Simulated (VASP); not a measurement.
# SrTiO3 (Pm-3m) in VASP: notebook

SrTiO3 is run at these levels: r2SCAN; tasks: single point.

Program: VASP 6.6.1. These are calculated values, not measurements. Logs are shortened: lines on timing, memory, paths and dates and some standing lists are left out, and cuts for length are marked.

**1. The cell of the first run**

The structure is cubic, space group Pm-3m (No. 221). The conventional cell has a = 3.946 Å, b = 3.946 Å, c = 3.946 Å, α = 90.00°, β = 90.00°, γ = 90.00°. Within 3.7 Å of Sr (site symmetry m-3m) lie 12 O at 2.79 Å and 8 Ti at 3.42 Å. Ti (site symmetry m-3m) has 6 O at 1.97 Å within 2.6 Å. O (site symmetry 4/mmm) has 2 Ti at 1.97 Å within 2.6 Å.

**2. Single point, r2SCAN (12.28 Å³/atom)**

The input, POSCAR:

```
SrTiO3
1.0
    3.9455304050      0.0000000000      0.0000000000
    0.0000000000      3.9455304050      0.0000000000
    0.0000000000      0.0000000000      3.9455304050
Sr Ti O
1 1 3
Direct
    0.5000000000      0.5000000000      0.5000000000
    0.0000000000      0.0000000000      0.0000000000
    0.5000000000      0.0000000000      0.0000000000
    0.0000000000      0.5000000000      0.0000000000
    0.0000000000      0.0000000000      0.5000000000
```

The input, INCAR.step1:

```
PREC = Accurate ; ENCUT = 520
ISMEAR = 0 ; SIGMA = 0.02
LREAL = False ; LASPH = True
NELM = 100 ; NBANDS = 28
GGA = PE ; ALGO = Normal
EDIFF = 1E-4 ; LWAVE = True
LCHARG = False
```

The input, INCAR.step2:

```
PREC = Accurate ; ENCUT = 520
EDIFF = 1E-7 ; ISMEAR = 0
SIGMA = 0.02 ; LREAL = False
LASPH = True ; NELM = 100
ALGO = Normal ; ISIF = 2
LWAVE = False ; LCHARG = True
METAGGA = R2SCAN ; LMIXTAU = True
LELF = True ; LVHAR = True
NBANDS = 28 ; ISTART = 1
```

The input, KPOINTS:

```
Automatic mesh
0
Gamma
  8 8 8
```

Potentials or basis: VASP PAW PBE potentials, release 64 (Sr_sv, Ti_sv, O).

The run is started by

```console
cat potpaw_PBE.64/Sr_sv/POTCAR potpaw_PBE.64/Ti_sv/POTCAR potpaw_PBE.64/O/POTCAR > POTCAR
cp INCAR.step1 INCAR
mpirun -np 1 vasp_std > vasp.out
cp INCAR.step2 INCAR
mpirun -np 1 vasp_std > vasp.out
```

OUTCAR:

```text
PREC = Accurate
   ENCUT = 520
   EDIFF = 1E-7
   ISMEAR = 0
   LREAL = False
   LASPH = True
   NELM = 100
   ISIF = 2
   METAGGA = R2SCAN
   ISTART = 1

 ion  position               nearest neighbor table
   1  0.500  0.500  0.500-   3 2.79   4 2.79   5 2.79   3 2.79   4 2.79   3 2.79   5 2.79   3 2.79
                             4 2.79   5 2.79   4 2.79   5 2.79   2 3.42   2 3.42   2 3.42   2 3.42
   2  0.000  0.000  0.000-   3 1.97   4 1.97   5 1.97   5 1.97   4 1.97   3 1.97   1 3.42   1 3.42
                             1 3.42   1 3.42   1 3.42   1 3.42   1 3.42   1 3.42
   3  0.500  0.000  0.000-   2 1.97   2 1.97   1 2.79   1 2.79   1 2.79   1 2.79
   4  0.000  0.500  0.000-   2 1.97   2 1.97   1 2.79   1 2.79   1 2.79   1 2.79
   5  0.000  0.000  0.500-   2 1.97   2 1.97   1 2.79   1 2.79   1 2.79   1 2.79

  LATTYP: Found a simple cubic cell.
 ALAT       =     3.9455304050

  Lattice vectors:

 A1 = (   3.9455304050,   0.0000000000,   0.0000000000)
 A2 = (   0.0000000000,   3.9455304050,   0.0000000000)
 A3 = (   0.0000000000,   0.0000000000,   3.9455304050)

Analysis of symmetry for initial positions (statically):
=====================================================================
 Subroutine PRICEL returns:
 Original cell was already a primitive cell.

 Routine SETGRP: Setting up the symmetry group for a
 simple cubic supercell.

 Subroutine GETGRP returns: Found 48 space group operations
 (whereof 48 operations were pure point group operations)
 out of a pool of 48 trial point group operations.

The static configuration has the point symmetry O_h .

Analysis of symmetry for dynamics (positions and initial velocities):
=====================================================================
 Subroutine PRICEL returns:
 Original cell was already a primitive cell.

 Routine SETGRP: Setting up the symmetry group for a
 simple cubic supercell.

 Subroutine GETGRP returns: Found 48 space group operations
 (whereof 48 operations were pure point group operations)
 out of a pool of 48 trial point group operations.

The dynamic configuration has the point symmetry O_h .

 Subroutine INISYM returns: Found 48 space group operations
 (whereof 48 operations are pure point group operations),
 and found     1 'primitive' translations

----------------------------------------------------------------------------------------

                                     Primitive cell

  volume of cell :      61.4209

  direct lattice vectors                    reciprocal lattice vectors
     3.945530405  0.000000000  0.000000000     0.253451348  0.000000000  0.000000000
     0.000000000  3.945530405  0.000000000     0.000000000  0.253451348  0.000000000
     0.000000000  0.000000000  3.945530405     0.000000000  0.000000000  0.253451348

  length of vectors
     3.945530405  3.945530405  3.945530405     0.253451348  0.253451348  0.253451348

  position of ions in fractional coordinates (direct lattice)
     0.500000000  0.500000000  0.500000000
     0.000000000  0.000000000  0.000000000
     0.500000000  0.000000000  0.000000000
     0.000000000  0.500000000  0.000000000
     0.000000000  0.000000000  0.500000000

  ion indices of the primitive-cell ions
   primitive index   ion index
                 1           1
                 2           2
                 3           3
                 4           4
                 5           5

----------------------------------------------------------------------------------------

 KPOINTS: Automatic mesh

Automatic generation of k-mesh.
 Grid dimensions read from file:
 generate k-points for:    8    8    8

 Generating k-lattice:

  Cartesian coordinates                     Fractional coordinates (reciprocal lattice)
     0.031681419  0.000000000  0.000000000     0.125000000  0.000000000  0.000000000
     0.000000000  0.031681419  0.000000000     0.000000000  0.125000000  0.000000000
     0.000000000  0.000000000  0.031681419     0.000000000  0.000000000  0.125000000

  Length of vectors
     0.031681419  0.031681419  0.031681419

  Shift w.r.t. Gamma in fractional coordinates (k-lattice)
     0.000000000  0.000000000  0.000000000

 Subroutine IBZKPT returns following result:
 ===========================================

 Found     35 irreducible k-points:

 Following reciprocal coordinates:
            Coordinates               Weight
  0.000000  0.000000  0.000000      1.000000
  0.125000  0.000000  0.000000      6.000000
  0.250000  0.000000  0.000000      6.000000
  0.375000  0.000000  0.000000      6.000000
  0.500000  0.000000  0.000000      3.000000
  0.125000  0.125000  0.000000     12.000000
[... 16 lines left out ...]
  0.375000  0.375000  0.125000     24.000000
  0.500000  0.375000  0.125000     24.000000
 [... further k-points ...]
   k-points           NKPTS =     35   k-points in BZ     NKDIM =     35   number of bands    NBANDS=     28
   number of dos      NEDOS =    301   number of ions     NIONS =      5
   total plane-waves  NPLWV =  27000
   dimension x,y,z NGX =    30 NGY =   30 NGZ =   30
   dimension x,y,z NGXF=    60 NGYF=   60 NGZF=   60
   ions per type =               1   1   3
   NGX,Y,Z   is equivalent  to a cutoff of  12.64, 12.64, 12.64 a.u.
   NGXF,Y,Z  is equivalent  to a cutoff of  25.28, 25.28, 25.28 a.u.
 SYSTEM =  unknown system
   PREC   = accura    normal or accurate (medium, high low for compatibility)
   ISTART =      1    job   : 0-new  1-cont  2-samecut
   ICHARG =      0    charge: 1-file 2-atom 10-const
   ISPIN  =      1    spin polarized calculation?
   LNONCOLLINEAR =      F non collinear calculations
   LSORBIT =      F    spin-orbit coupling
   LASPH  =      T    aspherical Exc in radial PAW
   ENCUT  =  520.0 eV  38.22 Ry    6.18 a.u.   7.34  7.34  7.34*2*pi/ulx,y,z
   NELM   =    100;   NELMIN=  2; NELMDL=  0     # of ELM steps
   EDIFF  = 0.1E-06   stopping-criterion for ELM
   LREAL  =      F    real-space projection
   EDIFFG = 0.1E-05   stopping-criterion for IOM
   NSW    =      0    number of steps for IOM
   IBRION =     -1    ionic relax: 0-MD 1-quasi-New 2-CG
   NFREE  =      0    steps in history (QN), initial steepest desc. (CG)
   ISIF   =      2    stress and relaxation
   ISYM   =      2    0-nonsym 1-usesym 2-fastsym
   POTIM  = 0.5000    time-step for ionic-motion
   TEBEG  =    0.0;   TEEND  =   0.0 temperature during run
   PSTRESS=    0.0 pullay stress
   NELECT =      40.0000    total number of electrons
   NUPDOWN=      -1.0000    fix difference up-down
   EMIN   =  10.00;   EMAX   =-10.00  energy-range for DOS
   EFERMI =   0.00;   METHOD = LEGACY
   ISMEAR =     0;   SIGMA  =   0.02  broadening in eV -4-tet -1-fermi 0-gaus
   EFERMI_NEDOS =   21; number of points for ismear=-14 and -15
   IALGO  =     38    algorithm
   IMIX   =      4    mixing-type and parameters
     AMIX     =   0.40;   BMIX     =  1.00
     AMIX_MAG =   1.60;   BMIX_MAG =  1.00
  volume/ion in A,a.u.               =      12.28        82.90
  Fermi-wavevector in a.u.,A,eV,Ry     =   1.419023  2.681565 27.397049  2.013626
  Thomas-Fermi vector in A             =   2.540087
   LORBIT       =      0    0 simple, 1 ext, 2 COOP (PROOUT), +10 PAW based schemes
   METAGGA = R2SCAN    functional components
   LHFCALC =     F    Hartree Fock is set to
   AEXX    =    0.0000 exact exchange contribution
   IVDW    =     0    specifies the selected vdW correction
   LEPSILON=     F    determine dielectric tensor
   LRPA    =     F    only Hartree local field effects (RPA)
 non-spin polarized calculation
 Gauss-broadening in eV      SIGMA  =   0.02
  energy-cutoff  :      520.00
  volume of cell :       61.42
 maximum number of plane-waves:      1675
 NGX is ok and might be reduce to    30
   NGX = 15   NGY = 15   NGZ = 15

 number of electron      39.9999987 magnetization

 Free energy of the ion-electron system (eV)
  ---------------------------------------------------
  ext. energy  EPLUGINS =         0.00000000
  ---------------------------------------------------
  free energy    TOTEN  =       -63.31188887 eV

  energy without entropy =      -63.31188887  energy(sigma->0) =      -63.31188887

 E-fermi :   3.7799     XC(G=0): -11.7581

 val. band max:        3.5988508307   @ k =   0.5000   0.5000   0.5000
 cond. band min:       5.8057354339   @ k =   0.0000   0.0000   0.0000
 fundamental gap:      2.2068846032
 Fermi energy:         3.7798672905

 k-point     1 :       0.0000    0.0000    0.0000
  band No.  band energies     occupation
      1     -55.2154      2.00000
      2     -30.3914      2.00000
      3     -30.3914      2.00000
      4     -30.3914      2.00000
      5     -30.3694      2.00000
      6     -14.7074      2.00000
[... 20 lines left out ...]
     27       9.5350      0.00000
     28      10.3897      0.00000

 k-point     2 :       0.1250    0.0000    0.0000
  band No.  band energies     occupation
      1     -55.2152      2.00000
      2     -30.4258      2.00000
      3     -30.3910      2.00000
      4     -30.3910      2.00000
      5     -30.3420      2.00000
      6     -14.7030      2.00000
[... 20 lines left out ...]
     27       9.8013      0.00000
     28      10.7536      0.00000

 k-point     3 :       0.2500    0.0000    0.0000
  band No.  band energies     occupation
      1     -55.2147      2.00000
      2     -30.4700      2.00000
      3     -30.3902      2.00000
      4     -30.3902      2.00000
      5     -30.3149      2.00000
      6     -14.7355      2.00000
[... 20 lines left out ...]
     27      10.4446      0.00000
     28      11.7538      0.00000

 k-point     4 :       0.3750    0.0000    0.0000
  band No.  band energies     occupation
      1     -55.2142      2.00000
      2     -30.5044      2.00000
      3     -30.3893      2.00000
      4     -30.3893      2.00000
      5     -30.2973      2.00000
      6     -14.8091      2.00000
[... 578 lines left out ...]
     27      12.2564      0.00000
     28      12.5288      0.00000

 k-point    23 :       0.3750    0.3750    0.1250
  band No.  band energies     occupation
      1     -55.2128      2.00000
      2     -30.4640      2.00000
      3     -30.4477      2.00000
      4     -30.3976      2.00000
      5     -30.3188      2.00000
      6     -14.2741      2.00000
[... 20 lines left out ...]
     27      12.3037      0.00000
     28      12.7387      0.00000

 k-point    24 :       0.5000    0.3750    0.1250
  band No.  band energies     occupation
      1     -55.2126      2.00000
      2     -30.4668      2.00000
      3     -30.4474      2.00000
      4     -30.3970      2.00000
      5     -30.3239      2.00000
      6     -14.1941      2.00000
[... 20 lines left out ...]
     27      12.3143      0.00000
     28      12.8684      0.00000

 [... further k-points ...]
[... 5 lines left out ...]
  --------------------------------------------------------------------------------------
  -------------------------------------------------------------------------------------
  Total       -1.6868195     -1.6868195     -1.6868195     -0.0000000      0.0000000     -0.0000000
  in kB      -44.0010481    -44.0010481    -44.0010481     -0.0000000      0.0000000     -0.0000000
  external PRESSURE =     -44.0010481 kB  Pullay stress =       0.0000000 kB

 VOLUME and BASIS-vectors are now :
 -----------------------------------------------------------------------------
  energy-cutoff  :      520.00
  volume of cell :       61.42
      direct lattice vectors                 reciprocal lattice vectors
     3.945530405  0.000000000  0.000000000     0.253451348  0.000000000  0.000000000
     0.000000000  3.945530405  0.000000000     0.000000000  0.253451348  0.000000000
     0.000000000  0.000000000  3.945530405     0.000000000  0.000000000  0.253451348

 POSITION                                       TOTAL-FORCE (eV/Angst)
 -----------------------------------------------------------------------------------
      1.97277      1.97277      1.97277         0.000000      0.000000      0.000000
      0.00000      0.00000      0.00000         0.000000      0.000000      0.000000
      1.97277      0.00000      0.00000         0.000000      0.000000      0.000000
      0.00000      1.97277      0.00000         0.000000      0.000000      0.000000
      0.00000      0.00000      1.97277         0.000000      0.000000      0.000000
 -----------------------------------------------------------------------------------
    total drift:                                0.000000     -0.000000      0.000000

  FREE ENERGIE OF THE ION-ELECTRON SYSTEM (eV)
  ---------------------------------------------------
  free  energy   TOTEN  =       -63.3118888694 eV

  energy  without entropy=      -63.3118888694  energy(sigma->0) =      -63.31188887
```

Run time: 8.2 min. Hardware: 1 thread of Intel Xeon 8259CL, shared host; peak memory 0.18 GiB.

Results:

```
Free energy            : -63.3119 eV
Pressure               : -4.4 GPa
Band gap on the k mesh : 2.21 eV (least direct gap 2.60 eV)
```

Levels at points of the mesh, in eV from the valence-band top:
| k point | band 16 | band 17 | band 18 | band 19 | band 20 | band 21 | band 22 | band 23 | band 24 | band 25 |
| --- | --- | --- | --- | --- | --- | --- | --- | --- | --- | --- |
| (0.00, 0.00, 0.00) | -1.16 | -1.16 | -0.40 | -0.40 | -0.40 | 2.21 | 2.21 | 2.21 | 4.37 | 4.37 |
| (0.50, 0.00, 0.00) | -2.29 | -2.29 | -1.91 | -0.77 | -0.77 | 2.36 | 4.01 | 4.01 | 4.38 | 6.61 |
| (0.50, 0.50, 0.00) | -2.74 | -1.81 | -1.57 | -1.57 | -0.09 | 4.02 | 4.02 | 4.49 | 5.37 | 8.41 |
| (0.50, 0.50, 0.50) | -3.71 | -3.71 | 0.00 | 0.00 | 0.00 | 4.68 | 4.68 | 4.68 | 7.51 | 7.51 |

Caveat: the cell stands under tension; the PAW data sets were made with another functional, which shifts forces and pressure a little. A k mesh can miss the band edges.

**3. Single point, r2SCAN (12.64 Å³/atom)**

This run uses another cell than the first one, of 12.64 Å³/atom.

POSCAR: that of step 2 with these lines changed.

```diff
@@ -2,5 +2,5 @@
 1.0
-    3.9455304050      0.0000000000      0.0000000000
-    0.0000000000      3.9455304050      0.0000000000
-    0.0000000000      0.0000000000      3.9455304050
+    3.9834705248      0.0000000000      0.0000000000
+    0.0000000000      3.9834705248      0.0000000000
+    0.0000000000      0.0000000000      3.9834705248
 Sr Ti O
```

The input, INCAR.step1:

```
SYSTEM = SrTiO3
  PREC = Accurate
  ENCUT = 520
  ISMEAR = 0
  SIGMA = 0.02
  LREAL = .FALSE.
  LASPH = .TRUE.
  NELM = 100
  NBANDS = 28
  GGA = PE
  ALGO = Normal
  EDIFF = 1E-4
  LWAVE = .TRUE.
  LCHARG = .FALSE.
```

The input, INCAR.step2:

```
SYSTEM = SrTiO3
  PREC = Accurate
  ENCUT = 520
  EDIFF = 1E-6
  ISMEAR = 0
  SIGMA = 0.02
  LREAL = .FALSE.
  LASPH = .TRUE.
  NELM = 100
  ALGO = Normal
  ISIF = 2
  LWAVE = .FALSE.
  LCHARG = .FALSE.
  METAGGA = R2SCAN
  LMIXTAU = .TRUE.
  NBANDS = 28
  ISTART = 1
```

The input, KPOINTS:

```
regular mesh
0
G
  8 8 8
  0 0 0
```

Potentials or basis: VASP PAW PBE potentials, release 64 (Sr_sv, Ti_sv, O).

The run is started by

```console
cat potpaw_PBE.64/Sr_sv/POTCAR potpaw_PBE.64/Ti_sv/POTCAR potpaw_PBE.64/O/POTCAR > POTCAR
cp INCAR.step1 INCAR
mpirun -np 1 vasp_std > vasp.out
cp INCAR.step2 INCAR
mpirun -np 1 vasp_std > vasp.out
```

It took 7.3 min on 1 thread of Intel Xeon 8259CL, shared host; peak memory 0.18 GiB.

Results (log left out):

- Free energy: -63.2392 eV
- Pressure: -8.9 GPa
- Band gap on the k mesh: 2.14 eV (least direct gap 2.55 eV)

Levels at points of the mesh, in eV from the valence-band top:
```tsv
k point	band 16	band 17	band 18	band 19	band 20	band 21	band 22	band 23	band 24	band 25
(0.00, 0.00, 0.00)	-1.12	-1.12	-0.41	-0.41	-0.41	2.14	2.14	2.14	4.16	4.16
(0.50, 0.00, 0.00)	-2.22	-2.22	-1.83	-0.77	-0.77	2.28	3.85	3.85	4.17	6.32
(0.50, 0.50, 0.00)	-2.64	-1.82	-1.54	-1.54	-0.08	3.86	3.86	4.31	5.11	8.14
(0.50, 0.50, 0.50)	-3.62	-3.62	0.00	0.00	0.00	4.49	4.49	4.49	7.39	7.39
```

Caveat: the cell stands under tension; the PAW data sets were made with another functional, which shifts forces and pressure a little. A k mesh can miss the band edges.

**4. Single point, r2SCAN, collinear spin**

This run uses another cell than the first one, of 11.91 Å³/atom.

POSCAR: that of step 3 with these lines changed.

```diff
@@ -2,5 +2,5 @@
 1.0
-    3.9834705248      0.0000000000      0.0000000000
-    0.0000000000      3.9834705248      0.0000000000
-    0.0000000000      0.0000000000      3.9834705248
+    3.9052800000      0.0000000000      0.0000000000
+    0.0000000000      3.9052800000      0.0000000000
+    0.0000000000      0.0000000000      3.9052800000
 Sr Ti O
```

The input, INCAR.step1:

```
  PREC = Accurate
  ENCUT = 520
  ISMEAR = 0
  SIGMA = 0.1
  LREAL = False
  LASPH = True
  NELM = 150
  ISPIN = 2
  MAGMOM = 0 1 0 0 0
  LMAXMIX = 4
  NBANDS = 32
  GGA = PE
  ALGO = Normal
  EDIFF = 1E-4
  LWAVE = True
  LCHARG = False
```

The input, INCAR.step2:

```
  PREC = Accurate
  ENCUT = 520
  EDIFF = 1E-6
  ISMEAR = 0
  SIGMA = 0.1
  LREAL = False
  LASPH = True
  NELM = 150
  ALGO = Normal
  ISIF = 2
  LWAVE = False
  LCHARG = True
  ISPIN = 2
  MAGMOM = 0 1 0 0 0
  LORBIT = 11
  LMAXMIX = 4
  METAGGA = R2SCAN
  LMIXTAU = True
  LELF = True
  LVHAR = True
  NBANDS = 32
  ISTART = 1
```

The input, KPOINTS:

```
regular mesh
0
Gamma
  6 6 6
```

The run is started by

```console
cat potpaw_PBE.64/Sr_sv/POTCAR potpaw_PBE.64/Ti_sv/POTCAR potpaw_PBE.64/O/POTCAR > POTCAR
cp INCAR.step1 INCAR
mpirun -np 1 vasp_std > vasp.out
cp INCAR.step2 INCAR
mpirun -np 1 vasp_std > vasp.out
```

Wall time 7.5 min (1 thread of Intel Xeon 8259CL, shared host); peak memory 0.2 GiB.

Results (log left out):

```yaml
Free_energy: -63.3284 eV
Pressure: 1.2 GPa
Band_gap_on_the_k_mesh: 2.28 eV (least direct gap 2.66 eV)
Net_moment: 0.00 μB per cell
Valence_electrons_inside_the_program's_atomic_spheres: Sr 8.07; Ti 10.24; O 5.09
```

Levels at points of the mesh, in eV from the valence-band top:
Spin up:
```tsv
k point	band 16	band 17	band 18	band 19	band 20	band 21	band 22	band 23	band 24	band 25
(0.00, 0.00, 0.00)	-1.21	-1.21	-0.38	-0.38	-0.38	2.28	2.28	2.28	4.60	4.60
(0.50, 0.00, 0.00)	-2.36	-2.36	-2.00	-0.77	-0.77	2.44	4.18	4.18	4.61	6.94
(0.50, 0.50, 0.00)	-2.86	-1.79	-1.61	-1.61	-0.09	4.19	4.19	4.67	5.64	8.57
(0.50, 0.50, 0.50)	-3.80	-3.80	0.00	0.00	0.00	4.88	4.88	4.88	7.63	7.63
```
Spin down:
```csv
k point,band 18,band 19,band 20,band 21,band 22,band 23
"(0.00, 0.00, 0.00)",-0.38,-0.38,-0.38,2.28,2.28,2.28
"(0.50, 0.00, 0.00)",-2.00,-0.77,-0.77,2.44,4.18,4.18
"(0.50, 0.50, 0.00)",-1.61,-1.61,-0.09,4.19,4.19,4.67
"(0.50, 0.50, 0.50)",0.00,0.00,0.00,4.88,4.88,4.88
```

Caveat: the PAW data sets were made with another functional, which shifts forces and pressure a little.

**5. The runs side by side**

```tsv
spin	cell	k mesh	smearing	gap on the mesh (eV)	pressure (GPa)
off	a = 3.946 Å, 5 atoms	8 × 8 × 8	gaussian 0.02 eV	2.21	-4.4
off	a = 3.983 Å, 5 atoms	8 × 8 × 8	gaussian 0.02 eV	2.14	-8.9
collinear	a = 3.905 Å, 5 atoms	6 × 6 × 6	gaussian 0.1 eV	2.28	1.2
```

Alike in all rows: task single point; level r2SCAN; potentials or basis VASP PAW PBE potentials, release 64 (Sr_sv, Ti_sv, O); cutoff (eV) 520.

Caveats: the PAW data sets were made with another functional, which shifts forces and pressure a little; the cell stands under tension (at least some runs).

Total energies depend on the potentials used, so only differences within one code and one set of settings carry meaning.
